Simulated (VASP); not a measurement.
# Te (P3_221) in VASP: notebook

Te is run at these levels: PBE; tasks: single point.

Program: VASP 6.6.1. These are calculated values, not measurements. Logs are shortened: lines on timing, memory, paths and dates and some standing lists are left out, and cuts for length are marked.

## 1. The cell of the first run

It takes space group P3_221 (No. 154, trigonal). Conventional cell: a = 4.476 Å, b = 4.476 Å, c = 5.954 Å, α = 90.00°, β = 90.00°, γ = 120.00°. Te (site symmetry 2) has 6 Te at 2.88 to 3.49 Å within 3.8 Å.

## 2. Single point, PBE (34.44 Å³/atom)

File INCAR:

```
PREC = Accurate
ENCUT = 520
EDIFF = 1E-6
ISMEAR = -1
SIGMA = 0.05
LREAL = False
LASPH = True
NELM = 60
ALGO = Normal
ISIF = 2
LWAVE = False
LCHARG = False
GGA = PE
NBANDS = 16
```

File KPOINTS:

```
Automatic mesh
0
Gamma
  7 7 5
```

File POSCAR:

```
Te
1.0
    4.4763807258      0.0000000000      0.0000000000
   -2.2381903629      3.8766594256      0.0000000000
    0.0000000000      0.0000000000      5.9540927972
Te
3
Direct
    0.7310000000      0.7310000000      0.5000000000
    0.0000000000      0.2690000000      0.8333333333
    0.2690000000      0.0000000000      0.1666666667
```

Potentials or basis: VASP PAW PBE potentials, release 64 (Te).

Started as:

```
$ cat potpaw_PBE.64/Te/POTCAR > POTCAR
$ mpirun -np 1 vasp_std > vasp.out
```

OUTCAR:

```text
PREC = Accurate
   ENCUT = 520
   EDIFF = 1E-6
   ISMEAR = -1
   LREAL = False
   LASPH = True
   NELM = 60
   ISIF = 2
   GGA = PE

 ion  position               nearest neighbor table
   1  0.731  0.731  0.500-   3 2.88   2 2.88   3 3.49   2 3.49   2 3.49   3 3.49
   2  0.000  0.269  0.833-   1 2.88   3 2.88   1 3.49   1 3.49   3 3.49   3 3.49
   3  0.269  0.000  0.167-   1 2.88   2 2.88   1 3.49   1 3.49   2 3.49   2 3.49

  LATTYP: Found a hexagonal cell.
 ALAT       =     4.4763807258
 C/A-ratio  =     1.3301131342

  Lattice vectors:

 A1 = (   4.4763807258,   0.0000000000,   0.0000000000)
 A2 = (  -2.2381903629,   3.8766594256,   0.0000000000)
 A3 = (   0.0000000000,   0.0000000000,   5.9540927972)

Analysis of symmetry for initial positions (statically):
=====================================================================
 Subroutine PRICEL returns:
 Original cell was already a primitive cell.

 Routine SETGRP: Setting up the symmetry group for a
 hexagonal supercell.

 Subroutine GETGRP returns: Found  6 space group operations
 (whereof  2 operations were pure point group operations)
 out of a pool of 24 trial point group operations.

The static configuration has the point symmetry C_2 .
 The point group associated with its full space group is D_3 .

Analysis of symmetry for dynamics (positions and initial velocities):
=====================================================================
 Subroutine PRICEL returns:
 Original cell was already a primitive cell.

 Routine SETGRP: Setting up the symmetry group for a
 hexagonal supercell.

 Subroutine GETGRP returns: Found  6 space group operations
 (whereof  2 operations were pure point group operations)
 out of a pool of 24 trial point group operations.

The dynamic configuration has the point symmetry C_2 .
 The point group associated with its full space group is D_3 .

 Subroutine INISYM returns: Found  6 space group operations
 (whereof  2 operations are pure point group operations),
 and found     1 'primitive' translations

----------------------------------------------------------------------------------------

                                     Primitive cell

  volume of cell :     103.3238

  direct lattice vectors                    reciprocal lattice vectors
     4.476380726  0.000000000  0.000000000     0.223394760  0.128977025  0.000000000
    -2.238190363  3.876659426  0.000000000     0.000000000  0.257954050  0.000000000
     0.000000000  0.000000000  5.954092797     0.000000000  0.000000000  0.167951699

[... 87 lines left out ...]
   EDIFFG = 0.1E-04   stopping-criterion for IOM
   NSW    =      0    number of steps for IOM
   IBRION =     -1    ionic relax: 0-MD 1-quasi-New 2-CG
   NFREE  =      0    steps in history (QN), initial steepest desc. (CG)
   ISIF   =      2    stress and relaxation
   ISYM   =      2    0-nonsym 1-usesym 2-fastsym
   POTIM  = 0.5000    time-step for ionic-motion
   TEBEG  =    0.0;   TEEND  =   0.0 temperature during run
   PSTRESS=    0.0 pullay stress
   NELECT =      18.0000    total number of electrons
   NUPDOWN=      -1.0000    fix difference up-down
   EMIN   =  10.00;   EMAX   =-10.00  energy-range for DOS
   EFERMI =   0.00;   METHOD = LEGACY
   ISMEAR =    -1;   SIGMA  =   0.05  broadening in eV -4-tet -1-fermi 0-gaus
   EFERMI_NEDOS =   21; number of points for ismear=-14 and -15
   IALGO  =     38    algorithm
   IMIX   =      4    mixing-type and parameters
     AMIX     =   0.40;   BMIX     =  1.00
     AMIX_MAG =   1.60;   BMIX_MAG =  1.00
  volume/ion in A,a.u.               =      34.44       232.42
  Fermi-wavevector in a.u.,A,eV,Ry     =   0.914321  1.727817 11.374249  0.835984
  Thomas-Fermi vector in A             =   2.038935
   LORBIT       =      0    0 simple, 1 ext, 2 COOP (PROOUT), +10 PAW based schemes
   GGA     = PE    functional components
   LHFCALC =     F    Hartree Fock is set to
   AEXX    =    0.0000 exact exchange contribution
   IVDW    =     0    specifies the selected vdW correction
   LEPSILON=     F    determine dielectric tensor
   LRPA    =     F    only Hartree local field effects (RPA)
 non-spin polarized calculation
  energy-cutoff  :      520.00
  volume of cell :      103.32
 maximum number of plane-waves:      2808
 NGX is ok and might be reduce to    36
   NGX = 17   NGY = 17   NGZ = 23

 number of electron      17.9999999 magnetization

 Free energy of the ion-electron system (eV)
  ---------------------------------------------------
  ext. energy  EPLUGINS =         0.00000000
  ---------------------------------------------------
  free energy    TOTEN  =        -9.42741475 eV

  energy without entropy =       -9.42732346  energy(sigma->0) =       -9.42736911

 E-fermi :   5.9454     XC(G=0):  -9.0066

 val. band max:        5.6002374114   @ k =   0.2857   0.2857   0.4000
 cond. band min:       6.2315769922   @ k =   0.0000   0.0000   0.4000
 fundamental gap:      0.6313395808
 Fermi energy:         5.9453777748

 k-point     1 :       0.0000    0.0000    0.0000
  band No.  band energies     occupation
      1      -7.7385      2.00000
      2      -4.5092      2.00000
      3      -4.5092      2.00000
      4       2.7612      2.00000
      5       3.0423      2.00000
      6       3.0423      2.00000
[... 433 lines left out ...]
      3      -3.4305      2.00000
      4       0.9672      2.00000
      5       1.9099      2.00000
      6       2.6327      2.00000
[... 8 lines left out ...]
     15      12.4551      0.00000
     16      13.1181      0.00000

 [... further k-points ...]

------------------------ aborting loop because EDIFF is reached ----------------------------------------

  FORCE on cell =-STRESS in cart. coord.  units (eV):
  Direction    XX          YY          ZZ          XY          YZ          ZX
  --------------------------------------------------------------------------------------
  -------------------------------------------------------------------------------------
  Total        0.4314249      0.4314249      0.4915990     -0.0000000     -0.0000000      0.0000000
  in kB        6.6898361      6.6898361      7.6229196     -0.0000000     -0.0000000      0.0000000
  external PRESSURE =       7.0008639 kB  Pullay stress =       0.0000000 kB

 VOLUME and BASIS-vectors are now :
 -----------------------------------------------------------------------------
  energy-cutoff  :      520.00
  volume of cell :      103.32
      direct lattice vectors                 reciprocal lattice vectors
     4.476380726  0.000000000  0.000000000     0.223394760  0.128977025  0.000000000
    -2.238190363  3.876659426  0.000000000     0.000000000  0.257954050  0.000000000
     0.000000000  0.000000000  5.954092797     0.000000000  0.000000000  0.167951699

 POSITION                                       TOTAL-FORCE (eV/Angst)
 -----------------------------------------------------------------------------------
      1.63612      2.83384      2.97705        -0.039811     -0.068955      0.000000
     -0.60207      1.04282      4.96174        -0.039811      0.068955      0.000000
      1.20415      0.00000      0.99235         0.079622      0.000000     -0.000000
 -----------------------------------------------------------------------------------
    total drift:                               -0.000000      0.000000      0.000000

  FREE ENERGIE OF THE ION-ELECTRON SYSTEM (eV)
  ---------------------------------------------------
  free  energy   TOTEN  =        -9.4274147489 eV

  energy  without entropy=       -9.4273234631  energy(sigma->0) =       -9.42736911
```

OSZICAR:

```text
N       E                     dE             d eps       ncg     rms          rms(c)
DAV:   1     0.747986898038E+02    0.74799E+02   -0.65288E+03  1024   0.900E+02
DAV:   2    -0.463890159256E+01   -0.79438E+02   -0.75424E+02  1360   0.134E+02
DAV:   3    -0.935977552085E+01   -0.47209E+01   -0.46998E+01  1200   0.370E+01
DAV:   4    -0.944340112134E+01   -0.83626E-01   -0.83614E-01  1568   0.572E+00
DAV:   5    -0.944479455861E+01   -0.13934E-02   -0.13934E-02  1328   0.650E-01    0.119E+01
DAV:   6    -0.942979320099E+01    0.15001E-01   -0.17188E-02  1408   0.778E-01    0.754E+00
DAV:   7    -0.942798748104E+01    0.18057E-02   -0.37550E-02  1240   0.116E+00    0.292E-01
DAV:   8    -0.942734987215E+01    0.63761E-03   -0.67981E-03  1208   0.448E-01    0.151E-01
DAV:   9    -0.942737960547E+01   -0.29733E-04   -0.19247E-04  1536   0.879E-02    0.115E-01
DAV:  10    -0.942742018917E+01   -0.40584E-04   -0.54511E-05  1320   0.453E-02    0.224E-02
DAV:  11    -0.942741467324E+01    0.55159E-05   -0.16175E-05  1304   0.245E-02    0.132E-02
DAV:  12    -0.942741474889E+01   -0.75655E-07   -0.19759E-06  1144   0.820E-03
   1 F= -.94274147E+01 E0= -.94273691E+01  d E =-.912858E-04
```

stdout:

```text
POSCAR found type information on POSCAR Te
 POSCAR found :  1 types and       3 ions
 scaLAPACK will be used
 LDA part: xc-table for (Slater+PW92), standard interpolation
 POSCAR, INCAR and KPOINTS ok, starting setup
 FFT: planning ... GRIDC
 FFT: planning ... GRID_SOFT
 FFT: planning ... GRID
 WAVECAR not read
 entering main loop
```

It took 39 s on 1 thread of Intel Xeon Platinum 8488C (Sapphire Rapids), shared host; peak memory 0.24 GiB.

What came out:

```
Free energy            : -9.4274 eV
Pressure               : 0.7 GPa
Largest force          : 0.080 eV/Å
Band gap on the k mesh : 0.63 eV (least direct gap 0.78 eV)
```

Forces on the atoms (eV/Å):
```
Te  -0.040 -0.069  0.000
Te  -0.040  0.069  0.000
Te   0.080  0.000  0.000
```

Levels at points of the mesh, in eV from the valence-band top:
| k point | band 6 | band 7 | band 8 | band 9 | band 10 | band 11 | band 12 | band 13 |
| --- | --- | --- | --- | --- | --- | --- | --- | --- |
| (0.00, 0.00, 0.00) | -2.56 | -1.48 | -1.48 | -0.66 | 1.16 | 1.16 | 1.76 | 5.16 |

Caveat: spin-orbit coupling is left out, which moves the levels of the heavy elements. A k mesh can miss the band edges.

## 3. Single point, PBE (35.12 Å³/atom)

This run uses another cell than the first one, of 35.12 Å³/atom.

File INCAR:

```
PREC = Accurate ; ENCUT = 520
EDIFF = 1E-6 ; ISMEAR = -1
SIGMA = 0.05 ; LREAL = F
LASPH = T ; NELM = 100
ALGO = Normal ; ISIF = 2
LWAVE = F ; LCHARG = F
GGA = PE ; NBANDS = 16
```

File KPOINTS:

```
regular mesh
0
Gamma
  7 7 5
```

File POSCAR:

```
Te
1.0
    4.5054489476      0.0000000000      0.0000000000
   -2.2527244738      3.9018332442      0.0000000000
    0.0000000000      0.0000000000      5.9927568208
Te
3
Direct
    0.7310000000      0.7310000000      0.5000000000
    0.0000000000      0.2690000000      0.8333333333
    0.2690000000      0.0000000000      0.1666666667
```

Potentials or basis: VASP PAW PBE potentials, release 64 (Te).

Started as:

```
$ cat potpaw_PBE.64/Te/POTCAR > POTCAR
$ mpirun -np 1 vasp_std > vasp.out
```

Wall time 42 s (1 thread of Intel Xeon Platinum 8488C (Sapphire Rapids), shared host); peak memory 0.25 GiB.

Results (log left out):

```yaml
Free_energy: -9.4305 eV
Pressure: -0.2 GPa
Largest_force: 0.018 eV/Å
Band_gap_on_the_k_mesh: 0.64 eV (least direct gap 0.76 eV)
```

Forces in eV/Å, atoms in the order of the input:
```
Te   0.009  0.016  0.000
Te   0.009 -0.016  0.000
Te  -0.018  0.000  0.000
```

Stress tensor (GPa, compression positive):
```
-0.10  0.00  0.00
 0.00 -0.10  0.00
 0.00  0.00 -0.39
```

Levels at points of the mesh, in eV from the valence-band top:
| k point | band 6 | band 7 | band 8 | band 9 | band 10 | band 11 | band 12 | band 13 |
| --- | --- | --- | --- | --- | --- | --- | --- | --- |
| (0.00, 0.00, 0.00) | -2.52 | -1.43 | -1.43 | -0.63 | 1.14 | 1.14 | 1.74 | 5.20 |

Caveat: spin-orbit coupling is left out, which moves the levels of the heavy elements.
